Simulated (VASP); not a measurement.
Wanted: the native input for a VASP 6.6.1 run.

* Task: relaxation of cell and atoms
* Functional: PBEsol
* Potentials or basis: VASP PAW PBE potentials, release 64 (Cs_sv, Pb_d, Cl)
* Cutoff: 600 eV
* k mesh: 4 × 4 × 4
* Occupations: gaussian, width 0.02 eV
* Spin: no spin polarisation
* Dipole correction: no
* Further INCAR settings: ALGO = Normal; EDIFF = 1e-06; IBRION = 2; EDIFFG = -0.005; NSW = 100; ISIF = 3

The structure of CsPbCl3 lies in POSCAR:

```
CsPbCl3
1.0
    5.6798447700      0.0000000000      0.0000000000
    0.0000000000      5.6798447700      0.0000000000
    0.0000000000      0.0000000000      5.6798447700
Cs Pb Cl
1 1 3
Direct
    0.0000000000      0.0000000000      0.0000000000
    0.5000000000      0.5000000000      0.5000000000
    0.0000000000      0.5000000000      0.5000000000
    0.5000000000      0.0000000000      0.5000000000
    0.5000000000      0.5000000000      0.0000000000
```

The input as run:

INCAR

```
SYSTEM = CsPbCl3
PREC = Accurate ; ENCUT = 600
EDIFF = 1E-6 ; ISMEAR = 0
SIGMA = 0.02 ; LREAL = .False.
LASPH = .True. ; NELM = 80
ALGO = Normal ; ISIF = 3
LWAVE = .False. ; LCHARG = .False.
GGA = PS ; IBRION = 2
NSW = 100 ; EDIFFG = -0.005
```

KPOINTS

```
Automatic mesh
0
Gamma
  4 4 4
  0 0 0
```

Potentials or basis: VASP PAW PBE potentials, release 64 (Cs_sv, Pb_d, Cl).

The run is started by

```sh
$ cat potpaw_PBE.64/Cs_sv/POTCAR potpaw_PBE.64/Pb_d/POTCAR potpaw_PBE.64/Cl/POTCAR > POTCAR
$ mpirun -np 1 vasp_std > vasp.out
```

Results of the run:

```json
{
  "Relaxed volume": "35.61 Å³/atom",
  "Relaxed cell": "a = 5.626 Å, b = 5.626 Å, c = 5.626 Å, α = 90.00°, β = 90.00°, γ = 90.00°",
  "Space group after relaxing (to 0.05 Å)": "Pm-3m (No. 221)",
  "Energy gained by relaxing": "2.2 meV/atom",
  "Ionic steps": "3",
  "Pressure after relaxing": "0.0 GPa",
  "Band gap on the k mesh": "1.85 eV, direct"
}
```

Caveat: the PAW data sets were made with another functional, which shifts forces and pressure a little; spin-orbit coupling is left out, which moves the levels of the heavy elements.

Run time: 110 s on 1 thread of AMD EPYC 7R13 (shared host), peak memory 0.37 GiB.
